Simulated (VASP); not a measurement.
# TiTe3Se (P4mm) in VASP: notebook

Runs on TiTe3Se. Level: PBE. Tasks: relaxation of cell and atoms.

Everything below comes from runs of VASP 6.6.1. Logs are shortened: lines on timing, memory, paths and dates and some standing lists are left out, and cuts for length are marked.

## 1. The cell of the first run

The structure is tetragonal, space group P4mm (No. 99). Conventional cell: a = 4.860 Å, b = 4.860 Å, c = 7.540 Å, α = 90.00°, β = 90.00°, γ = 90.00°. Ti (site symmetry 4mm) has 1 Te at 2.23 Å within 2.9 Å. Within 3.5 Å of Te (site symmetry 2mm) lie 2 Se at 2.54 Å and 4 Te at 3.44 Å and 2 Ti at 3.48 Å. Te (site symmetry 4mm) has 1 Se at 2.08 Å and 1 Ti at 2.23 Å within 2.8 Å. Se (site symmetry 4mm) has 5 Te at 2.08 to 2.54 Å within 2.8 Å.

The cell was generated, and may not be a known phase.

## 2. Relaxation of cell and atoms, PBE, collinear spin

INCAR

```
PREC = Accurate
ENCUT = 600
EDIFF = 1E-6
ISMEAR = 0
SIGMA = 0.1
LREAL = False
LASPH = True
NELM = 150
ALGO = Normal
ISIF = 3
LWAVE = False
LCHARG = False
ISPIN = 2
MAGMOM = 1 0 0 0 0
LORBIT = 11
LMAXMIX = 4
GGA = PE
IBRION = 2
NSW = 90
EDIFFG = -0.04
LUSENCCL = False
```

KPOINTS

```
Automatic mesh
0
Gamma
  4 4 2
```

POSCAR

```
TiTe3Se
1.0
    4.8598990800      0.0000000000      0.0000000000
    0.0000000000      4.8598990800      0.0000000000
    0.0000000000      0.0000000000      7.5397414400
Ti Te Se
1 3 1
Direct
    0.5000000000      0.5000000000      0.6845283000
    0.5000000000      0.0000000000      0.3541195400
    0.0000000000      0.5000000000      0.3541195400
    0.5000000000      0.5000000000      0.9798753200
    0.5000000000      0.5000000000      0.2559860200
```

Potentials or basis: VASP PAW PBE potentials, release 64 (Ti_sv, Te, Se).

On the command line:

```sh
$ cat potpaw_PBE.64/Ti_sv/POTCAR potpaw_PBE.64/Te/POTCAR potpaw_PBE.64/Se/POTCAR > POTCAR
$ mpirun -np 1 vasp_std > vasp.out
```

OUTCAR:

```text
PREC = Accurate
   ENCUT = 600
   EDIFF = 1E-6
   ISMEAR = 0
   LREAL = False
   LASPH = True
   NELM = 150
   ISIF = 3
   ISPIN = 2
   LORBIT = 11
   GGA = PE
   IBRION = 2
   NSW = 90
   EDIFFG = -0.04

 ion  position               nearest neighbor table
   1  0.500  0.500  0.685-   4 2.23
   2  0.500  0.000  0.354-   5 2.54   5 2.54   3 3.44   3 3.44   3 3.44   3 3.44
   3  0.000  0.500  0.354-   5 2.54   5 2.54   2 3.44   2 3.44   2 3.44   2 3.44
   4  0.500  0.500  0.980-   5 2.08   1 2.23
   5  0.500  0.500  0.256-   4 2.08   3 2.54   2 2.54   2 2.54   3 2.54

  LATTYP: Found a simple tetragonal cell.
 ALAT       =     4.8598990800
 C/A-ratio  =     1.5514193435

  Lattice vectors:

 A1 = (   4.8598990800,   0.0000000000,   0.0000000000)
 A2 = (   0.0000000000,   4.8598990800,   0.0000000000)
 A3 = (   0.0000000000,   0.0000000000,   7.5397414400)

Analysis of symmetry for initial positions (statically):
=====================================================================
 Subroutine PRICEL returns:
 Original cell was already a primitive cell.

 Routine SETGRP: Setting up the symmetry group for a
 simple tetragonal supercell.

 Subroutine GETGRP returns: Found  8 space group operations
 (whereof  8 operations were pure point group operations)
 out of a pool of 16 trial point group operations.

The static configuration has the point symmetry C_4v.

Analysis of symmetry for dynamics (positions and initial velocities):
=====================================================================
 Subroutine PRICEL returns:
 Original cell was already a primitive cell.

 Routine SETGRP: Setting up the symmetry group for a
 simple tetragonal supercell.

 Subroutine GETGRP returns: Found  8 space group operations
 (whereof  8 operations were pure point group operations)
 out of a pool of 16 trial point group operations.

The dynamic configuration has the point symmetry C_4v.

Analysis of structural, dynamic, and magnetic symmetry:
=====================================================================
 Subroutine PRICEL returns:
 Original cell was already a primitive cell.

 Routine SETGRP: Setting up the symmetry group for a
 simple tetragonal supercell.

 Subroutine GETGRP returns: Found  8 space group operations
 (whereof  8 operations were pure point group operations)
 out of a pool of 16 trial point group operations.

The overall configuration has the point symmetry C_4v.

 Subroutine INISYM returns: Found  8 space group operations
 (whereof  8 operations are pure point group operations),
 and found     1 'primitive' translations

----------------------------------------------------------------------------------------

                                     Primitive cell

  volume of cell :     178.0783

  direct lattice vectors                    reciprocal lattice vectors
     4.859899080  0.000000000  0.000000000     0.205765590  0.000000000  0.000000000
     0.000000000  4.859899080  0.000000000     0.000000000  0.205765590  0.000000000
     0.000000000  0.000000000  7.539741440     0.000000000  0.000000000  0.132630543

  length of vectors
     4.859899080  4.859899080  7.539741440     0.205765590  0.205765590  0.132630543

  position of ions in fractional coordinates (direct lattice)
     0.500000000  0.500000000  0.684528300
     0.500000000  0.000000000  0.354119540
     0.000000000  0.500000000  0.354119540
     0.500000000  0.500000000  0.979875320
     0.500000000  0.500000000  0.255986020

  ion indices of the primitive-cell ions
   primitive index   ion index
                 1           1
                 2           2
                 3           3
                 4           4
                 5           5

----------------------------------------------------------------------------------------

 KPOINTS: Automatic mesh

[... 35 lines left out ...]
  0.500000  0.500000  0.500000      1.000000
   k-points           NKPTS =     12   k-points in BZ     NKDIM =     12   number of bands    NBANDS=     23
   number of dos      NEDOS =    301   number of ions     NIONS =      5
   total plane-waves  NPLWV =  96000
   dimension x,y,z NGX =    40 NGY =   40 NGZ =   60
   dimension x,y,z NGXF=    80 NGYF=   80 NGZF=  120
   ions per type =               1   3   1
   NGX,Y,Z   is equivalent  to a cutoff of  13.68, 13.68, 13.23 a.u.
   NGXF,Y,Z  is equivalent  to a cutoff of  27.37, 27.37, 26.46 a.u.
 SYSTEM =  unknown system
   PREC   = accura    normal or accurate (medium, high low for compatibility)
   ISTART =      0    job   : 0-new  1-cont  2-samecut
   ICHARG =      2    charge: 1-file 2-atom 10-const
   ISPIN  =      2    spin polarized calculation?
   LNONCOLLINEAR =      F non collinear calculations
   LSORBIT =      F    spin-orbit coupling
   LASPH  =      T    aspherical Exc in radial PAW
   ENCUT  =  600.0 eV  44.10 Ry    6.64 a.u.   9.71  9.71 15.06*2*pi/ulx,y,z
   NELM   =    150;   NELMIN=  2; NELMDL= -5     # of ELM steps
   EDIFF  = 0.1E-05   stopping-criterion for ELM
   LREAL  =      F    real-space projection
   EDIFFG = -.4E-01   stopping-criterion for IOM
   NSW    =     90    number of steps for IOM
   IBRION =      2    ionic relax: 0-MD 1-quasi-New 2-CG
   NFREE  =      1    steps in history (QN), initial steepest desc. (CG)
   ISIF   =      3    stress and relaxation
   ISYM   =      2    0-nonsym 1-usesym 2-fastsym
   POTIM  = 0.5000    time-step for ionic-motion
   TEBEG  =    0.0;   TEEND  =   0.0 temperature during run
   PSTRESS=    0.0 pullay stress
   NELECT =      36.0000    total number of electrons
   NUPDOWN=      -1.0000    fix difference up-down
   EMIN   =  10.00;   EMAX   =-10.00  energy-range for DOS
   EFERMI =   0.00;   METHOD = LEGACY
   ISMEAR =     0;   SIGMA  =   0.10  broadening in eV -4-tet -1-fermi 0-gaus
   EFERMI_NEDOS =   21; number of points for ismear=-14 and -15
   IALGO  =     38    algorithm
   IMIX   =      4    mixing-type and parameters
     AMIX     =   0.40;   BMIX     =  1.00
     AMIX_MAG =   1.60;   BMIX_MAG =  1.00
  volume/ion in A,a.u.               =      35.62       240.35
  Fermi-wavevector in a.u.,A,eV,Ry     =   0.960813  1.815672 12.560365  0.923161
  Thomas-Fermi vector in A             =   2.090130
   LORBIT       =     11    0 simple, 1 ext, 2 COOP (PROOUT), +10 PAW based schemes
   GGA     = PE    functional components
   LHFCALC =     F    Hartree Fock is set to
   AEXX    =    0.0000 exact exchange contribution
   IVDW    =     0    specifies the selected vdW correction
   LEPSILON=     F    determine dielectric tensor
   LRPA    =     F    only Hartree local field effects (RPA)
 conjugate gradient relaxation of ions
 spin polarized calculation
 Gauss-broadening in eV      SIGMA  =   0.10
  energy-cutoff  :      600.00
  volume of cell :      178.08
 maximum number of plane-waves:      5980
 NGX is ok and might be reduce to    40
   NGX = 19   NGY = 19   NGZ = 31

--------------------------------------- Ionic step        1  -------------------------------------------

 number of electron      36.0000005 magnetization       1.9305477

 Free energy of the ion-electron system (eV)
  ---------------------------------------------------
  ext. energy  EPLUGINS =         0.00000000
  ---------------------------------------------------
  free energy    TOTEN  =       -12.28079172 eV

  energy without entropy =      -12.24750811  energy(sigma->0) =      -12.26414991

------------------------ aborting loop because EDIFF is reached ----------------------------------------

  FORCE on cell =-STRESS in cart. coord.  units (eV):
  Direction    XX          YY          ZZ          XY          YZ          ZX
  --------------------------------------------------------------------------------------
  -------------------------------------------------------------------------------------
  Total       15.0675781     15.0675781     37.4294134      0.0000000      0.0000000     -0.0000000
  in kB      135.5635957    135.5635957    336.7539114      0.0000000      0.0000000     -0.0000000
  external PRESSURE =     202.6270343 kB  Pullay stress =       0.0000000 kB
[... 26 lines left out ...]
--------------------------------------- Ionic step        2  -------------------------------------------

 number of electron      36.0000003 magnetization       0.3495513

 E-fermi :  -0.2271     XC(G=0):  -5.9332

 val. band max:       -0.2301130710   @ k =   0.5000   0.0000   0.0000
 cond. band min:      -0.2180795564   @ k =   0.2500   0.2500   0.5000
 fundamental gap:      0.0120335147
 Fermi energy:        -0.2270932300

 spin component 1

 k-point     1 :       0.0000    0.0000    0.0000
  band No.  band energies     occupation
      1     -58.1706      1.00000
      2     -34.6973      1.00000
      3     -34.6973      1.00000
      4     -33.8781      1.00000
      5     -13.7840      1.00000
      6     -10.0269      1.00000
[... 689 lines left out ...]
  FREE ENERGIE OF THE ION-ELECTRON SYSTEM (eV)
  ---------------------------------------------------
  free  energy   TOTEN  =       -17.1006265402 eV

  energy  without entropy=      -17.0584157671  energy(sigma->0) =      -17.07952115

[... ionic steps 4 to 38 ...]

--------------------------------------- Ionic step       39  -------------------------------------------

 number of electron      36.0000002 magnetization      -0.0000004

------------------------ aborting loop because EDIFF is reached ----------------------------------------
[... 73 lines left out ...]
--------------------------------------- Ionic step       41  -------------------------------------------

 number of electron      36.0000001 magnetization      -0.0000001

 Free energy of the ion-electron system (eV)
  ---------------------------------------------------
  ext. energy  EPLUGINS =         0.00000000
  ---------------------------------------------------
  free energy    TOTEN  =       -19.52423798 eV

  energy without entropy =      -19.50765534  energy(sigma->0) =      -19.51594666

 E-fermi :   0.5031     XC(G=0):  -6.3962

 val. band max:        0.3968756807   @ k =   0.5000   0.0000   0.0000
 cond. band min:       0.5521607054   @ k =   0.2500   0.2500   0.5000
 fundamental gap:      0.1552850246
 Fermi energy:         0.5030550063

 spin component 1

 k-point     1 :       0.0000    0.0000    0.0000
  band No.  band energies     occupation
      1     -56.9625      1.00000
      2     -33.4163      1.00000
      3     -33.4163      1.00000
      4     -32.8426      1.00000
      5     -13.8272      1.00000
      6      -9.6444      1.00000
[... 648 lines left out ...]
  FREE ENERGIE OF THE ION-ELECTRON SYSTEM (eV)
  ---------------------------------------------------
  free  energy   TOTEN  =       -19.5242379783 eV

  energy  without entropy=      -19.5076553410  energy(sigma->0) =      -19.51594666

 reached required accuracy - stopping structural energy minimisation

 total charge

# of ion       s       p       d       tot
------------------------------------------
    1        2.161   6.105   1.878  10.143
    2        1.419   1.841   0.033   3.293
    3        1.419   1.841   0.033   3.293
    4        1.384   2.004   0.014   3.402
    5        1.520   2.185   0.062   3.767
--------------------------------------------------
tot          7.903  13.976   2.020  23.900

 magnetization (x)

# of ion       s       p       d       tot
------------------------------------------
    1        0.000  -0.000  -0.000  -0.000
    2        0.000  -0.000  -0.000  -0.000
    3        0.000  -0.000  -0.000  -0.000
    4        0.000   0.000  -0.000   0.000
    5        0.000  -0.000   0.000  -0.000
--------------------------------------------------
tot          0.000  -0.000  -0.000  -0.000
```

Run time: 19 min. Hardware: 1 × NVIDIA H100 80GB with 1 thread of AMD EPYC 7R13 (Zen 3), shared host; peak memory 1.4 GiB.

What came out:

| Item | Value |
| --- | --- |
| Free energy | -19.5242 eV |
| Relaxed volume | 52.56 Å³/atom |
| Relaxed cell | a = 5.347 Å, b = 5.347 Å, c = 9.193 Å, α = 90.00°, β = 90.00°, γ = 90.00° |
| Space group after relaxing (to 0.1 Å) | P4mm (No. 99) |
| Energy gained by relaxing | 1448.7 meV/atom |
| Ionic steps | 41 |
| Pressure after relaxing | 0.0 GPa |
| Largest force after relaxing | 0.035 eV/Å |
| Band gap on the k mesh | zero (filled and empty bands overlap) |
| Net moment | 0.00 μB per cell |
| Valence electrons inside the program's atomic spheres | Ti 10.14; Te 3.29, 3.40 (each value once); Se 3.77 |

Forces on the atoms (eV/Å):
```
Ti   0.000  0.000  0.035
Te   0.000  0.000 -0.005
Te   0.000  0.000 -0.005
Te   0.000  0.000 -0.016
Se   0.000  0.000 -0.009
```

Step by step:
```csv
step,energy change (eV),largest force (eV/Å),pressure (GPa),volume (Å³)
1,0.0000,9.7358,20.26,178.08
3,-4.8198,2.3242,0.18,240.63
5,-5.7385,4.8425,0.40,249.70
7,-6.1796,1.9653,-0.47,266.66
9,-6.3211,1.8306,-0.69,262.66
11,-6.6472,1.8289,-1.31,255.36
13,-6.8718,1.0829,0.94,234.40
15,-7.0262,1.6479,0.64,240.86
17,-7.1503,0.7603,-0.94,254.99
19,-7.2121,0.4970,-0.22,253.85
21,-7.2235,0.1010,0.13,251.60
23,-7.2287,0.1790,0.02,251.90
25,-7.2331,0.1833,0.15,252.88
27,-7.2371,0.0478,0.14,255.03
29,-7.2386,0.1124,0.14,257.42
31,-7.2407,0.0558,-0.11,261.44
33,-7.2412,0.0465,-0.07,261.09
35,-7.2422,0.0417,0.04,260.76
37,-7.2426,0.0569,0.06,261.07
39,-7.2433,0.0517,-0.03,262.73
41,-7.2434,0.0350,0.01,262.79
```

Final structure:
```
Ti Te Se
1.0
     5.34652    0.00000    0.00000
     0.00000    5.34652    0.00000
     0.00000    0.00000    9.19313
Ti Te Se
1 3 1
Direct
  0.50000 0.50000 0.59413
  0.50000 0.00000 0.42465
  0.00000 0.50000 0.42465
  0.50000 0.50000 0.86058
  0.50000 0.50000 0.32462
```

Levels at points of the mesh, in eV from the Fermi level:
Spin up:
| k point | band 14 | band 15 | band 16 | band 17 | band 18 | band 19 | band 20 | band 21 | band 22 | band 23 |
| --- | --- | --- | --- | --- | --- | --- | --- | --- | --- | --- |
| (0.00, 0.00, 0.00) | -0.72 | -0.72 | -0.70 | -0.47 | -0.47 | 0.40 | 1.00 | 1.00 | 1.42 | 2.23 |
| (0.50, 0.00, 0.00) | -1.59 | -1.39 | -0.96 | -0.50 | -0.47 | -0.11 | 0.81 | 0.98 | 1.45 | 1.79 |
| (0.50, 0.50, 0.00) | -1.38 | -0.90 | -0.90 | -0.35 | -0.35 | -0.35 | 0.68 | 0.96 | 1.46 | 1.82 |
| (0.00, 0.00, 0.50) | -1.10 | -0.73 | -0.73 | -0.43 | -0.43 | 0.40 | 0.91 | 0.91 | 1.43 | 2.33 |
| (0.50, 0.00, 0.50) | -1.59 | -1.28 | -0.93 | -0.91 | -0.44 | -0.12 | 0.81 | 0.90 | 1.44 | 1.74 |
| (0.50, 0.50, 0.50) | -1.23 | -0.86 | -0.86 | -0.82 | -0.35 | -0.35 | 0.68 | 0.96 | 1.46 | 1.77 |
Spin down:
| k point | band 16 | band 17 | band 18 | band 19 | band 20 | band 21 |
| --- | --- | --- | --- | --- | --- | --- |
| (0.00, 0.00, 0.00) | -0.70 | -0.47 | -0.47 | 0.40 | 1.00 | 1.00 |
| (0.50, 0.00, 0.00) | -0.96 | -0.50 | -0.47 | -0.11 | 0.81 | 0.98 |
| (0.50, 0.50, 0.00) | -0.90 | -0.35 | -0.35 | -0.35 | 0.68 | 0.96 |
| (0.00, 0.00, 0.50) | -0.73 | -0.43 | -0.43 | 0.40 | 0.91 | 0.91 |
| (0.50, 0.00, 0.50) | -0.93 | -0.91 | -0.44 | -0.12 | 0.81 | 0.90 |
| (0.50, 0.50, 0.50) | -0.86 | -0.82 | -0.35 | -0.35 | 0.68 | 0.96 |

Caveat: the k points lie up to 0.34 Å⁻¹ apart in the final cell; the volume moved by over 15 % at a fixed basis, so the end points are rough; spin-orbit coupling is left out, which moves the levels of the heavy elements; this functional lacks dispersion, which binds layers or chains, so the pressure and a relaxed spacing across them are unreliable.

(Continued in part 2 of 2.)

The gap in the log of VASP goes by the Fermi energy; the results here count the filled bands.